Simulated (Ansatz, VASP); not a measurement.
# One calculation of Ga5As3P2, two programs

Contents of INCAR:

```
PREC = Accurate
ENCUT = 520
EDIFF = 1E-6
ISMEAR = 0
SIGMA = 0.1
LREAL = F
LASPH = T
NELM = 100
ALGO = Normal
ISIF = 2
LWAVE = F
LCHARG = F
GGA = PE
NBANDS = 56
```

File KPOINTS:

```
Automatic mesh
0
Gamma
  6 6 6
```

POSCAR

```
Ga5As3P2
1.0
   -1.9959628000      1.9959628000     14.1342286000
    1.9959628000     -1.9959628000     14.1342286000
    1.9959628000      1.9959628000    -14.1342286000
Ga P As
5 2 3
Direct
    0.6984470000      0.6984470000      0.0000000000
    0.3015530000      0.3015530000      0.0000000000
    0.9045200000      0.9045200000      0.0000000000
    0.5000000000      0.5000000000      0.0000000000
    0.0954800000      0.0954800000      0.0000000000
    0.9522480000      0.4522480000      0.5000000000
    0.5477520000      0.0477520000      0.5000000000
    0.3530040000      0.8530040000      0.5000000000
    0.1469960000      0.6469960000      0.5000000000
    0.7500000000      0.2500000000      0.5000000000
```

Input for Ansatz:

```yaml
crystal:
  lattice:
    - [-1.9959628, 1.9959628, 14.1342286]
    - [1.9959628, -1.9959628, 14.1342286]
    - [1.9959628, 1.9959628, -14.1342286]
  atoms:
    - { symbol: Ga, position: [0.698447, 0.698447, 0.0] }
    - { symbol: Ga, position: [0.301553, 0.301553, 0.0] }
    - { symbol: Ga, position: [0.90452, 0.90452, 0.0] }
    - { symbol: Ga, position: [0.5, 0.5, 0.0] }
    - { symbol: Ga, position: [0.09548, 0.09548, 0.0] }
    - { symbol: P, position: [0.952248, 0.452248, 0.5] }
    - { symbol: P, position: [0.547752, 0.047752, 0.5] }
    - { symbol: As, position: [0.353004, 0.853004, 0.5] }
    - { symbol: As, position: [0.146996, 0.646996, 0.5] }
    - { symbol: As, position: [0.75, 0.25, 0.5] }
basis:
  ecutwfc: 420
kpoints:
  mp_grid: { grid: [6, 6, 6] }
hamiltonian:
  xc: pbe
scf:
  occupations: { method: gaussian, width: 0.1 }
  lower_state_search: "off"
output:
  forces: true
  stress: true
  eigenvalues: true
```

Alike in both runs: task single point; functional PBE; k mesh 6 × 6 × 6; occupations gaussian, width 0.1 eV; no spin polarisation.

```csv
,VASP,Ansatz
version,VASP 6.6.1,Ansatz 0.2.0
potentials or method,"VASP PAW PBE potentials, release 64 (Ga_d, P, As), cutoff 520 eV","scalar-relativistic, plane waves, PAW"
valence electrons in the cell,90,120
```

|  | VASP | Ansatz | Ansatz less VASP |
| --- | --- | --- | --- |
| gap on the k mesh at the Fermi level (eV) | 0.65 | 0.65 | 0.000 |
| least direct gap on the mesh (eV) | 0.65 | 0.65 | 0.000 |
| pressure (GPa) | 0.1 | 0.0 | -0.12 |
| traceless stress, the component that is largest in VASP (GPa) | -0.16 | -0.17 | -0.006 |

The functional is the same, so the differences come from potentials, cutoffs and numerics. VASP's potentials hold 90 valence electrons a cell and Ansatz's 120, so a difference there can come from the potentials and not from the codes.
